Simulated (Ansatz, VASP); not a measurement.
# One calculation of Al, two programs

Contents of INCAR:

```
SYSTEM = Al
PREC = Accurate ; ENCUT = 520
EDIFF = 1E-6 ; ISMEAR = -1
SIGMA = 0.1 ; LREAL = .FALSE.
LASPH = .TRUE. ; NELM = 60
ALGO = Normal ; ISIF = 2
LWAVE = .FALSE. ; LCHARG = .FALSE.
NBANDS = 8
```

KPOINTS

```
regular mesh
0
G
  22 22 22
  0 0 0
```

File POSCAR:

```
Al
1.0
    0.0000000000      2.0682836272      2.0682836272
    2.0682836272      0.0000000000      2.0682836272
    2.0682836272      2.0682836272      0.0000000000
Al
1
Direct
    0.0000000000      0.0000000000      0.0000000000
```

Input for Ansatz:

```yaml
crystal:
  lattice:
    - [0.0, 2.0682836268, 2.0682836268]
    - [2.0682836268, 0.0, 2.0682836268]
    - [2.0682836268, 2.0682836268, 0.0]
  atoms:
    - { symbol: Al, position: [0.0, 0.0, 0.0] }
hamiltonian:
  xc: lda
  pseudopotentials:
    kind: paw
    azcp:
      Al: "pseudopotentials/Al.paw.azcp"
basis:
  ecutwfc: 420
  fft_grid_basis: typed
kpoints:
  mp_grid: { grid: [22, 22, 22], shift: [0, 0, 0] }
magnetization:
  spin_polarized: false
scf:
  occupations: { method: fermi_dirac, width: 0.1 }
output:
  stress: true
```

Alike in both runs: task single point; functional LDA; k mesh 22 × 22 × 22; occupations fermi-dirac, width 0.1 eV; no spin polarisation.

|  | VASP | Ansatz |
| --- | --- | --- |
| version | VASP 6.6.1 | Ansatz 0.2.0 |
| potentials or method | VASP PAW LDA potentials, release 64 (Al), cutoff 520 eV | plane waves (420 eV) with PAW, scalar-relativistic |
| valence electrons in the cell | 3 | 3 |

|  | VASP | Ansatz | Ansatz less VASP |
| --- | --- | --- | --- |
| pressure (GPa) | -7.3 | -7.3 | -0.02 |

Ansatz warns that its potentials were made for another functional, while VASP's fit it. LDA's correlation is that of Perdew and Zunger in VASP and of Perdew and Wang (1992) in Ansatz.
